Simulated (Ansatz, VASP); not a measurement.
## LuH2 in VASP and in Ansatz

Contents of INCAR:

```
  ALGO = Normal
  EDIFF = 1E-8
  ENCUT = 520
  GGA = CA
  GGA_COMPAT = F
  ISIF = 2
  ISMEAR = -1
  LASPH = T
  LCHARG = F
  LEFG = T
  LREAL = F
  LWAVE = F
  NBANDS = 20
  NELM = 120
  PREC = Accurate
  SIGMA = 0.02
```

Contents of KPOINTS:

```
k-points
0
Gamma
  8 8 8
```

POSCAR

```
LuH2
1.0
    0.0000000000      2.4996102294      2.4996102294
    2.4996102294      0.0000000000      2.4996102294
    2.4996102294      2.4996102294      0.0000000000
Lu H
1 2
Direct
    0.0000000000      0.0000000000      0.0000000000
    0.2500000000      0.2500000000      0.2500000000
    0.7500000000      0.7500000000      0.7500000000
```

Input for Ansatz:

```yaml
crystal:
  lattice:
    - [0.0, 2.4996102294, 2.4996102294]
    - [2.4996102294, 0.0, 2.4996102294]
    - [2.4996102294, 2.4996102294, 0.0]
  atoms:
    - { symbol: Lu, position: [0.0, 0.0, 0.0] }
    - { symbol: H, position: [0.25, 0.25, 0.25] }
    - { symbol: H, position: [0.75, 0.75, 0.75] }
kpoints:
  mp_grid: { grid: [8, 8, 8] }
scf:
  occupations: { method: fermi_dirac, width: 0.02 }
hamiltonian:
  xc: lda
  pseudopotentials: { kind: paw }
output:
  forces: true
  stress: true
  eigenvalues: true
  efg: { contact_densities: true }
```

Change from the starting cell: volume scaled by 0.98, PAW files.

Alike in both runs: task electric field gradients; functional LDA; k mesh 8 × 8 × 8; occupations fermi-dirac, width 0.02 eV; no spin polarisation.

|  | VASP | Ansatz |
| --- | --- | --- |
| version | VASP 6.6.1 | Ansatz 0.2.0 |
| potentials or method | VASP PAW PBE potentials, release 64 (Lu, H) | PAW with Ansatz's default frozen-core files, scalar-relativistic |
| plane-wave cutoff (eV) | 520 | 420 |
| valence electrons in the cell | 27 | 27 |

|  | VASP | Ansatz | Ansatz less VASP |
| --- | --- | --- | --- |
| pressure (GPa) | -4.5 | -5.1 | -0.56 |

VASP's potentials were made for PBE, not for LDA. LDA's correlation is that of Perdew and Zunger in VASP and of Perdew and Wang (1992) in Ansatz.

Neither program's run includes spin-orbit coupling.
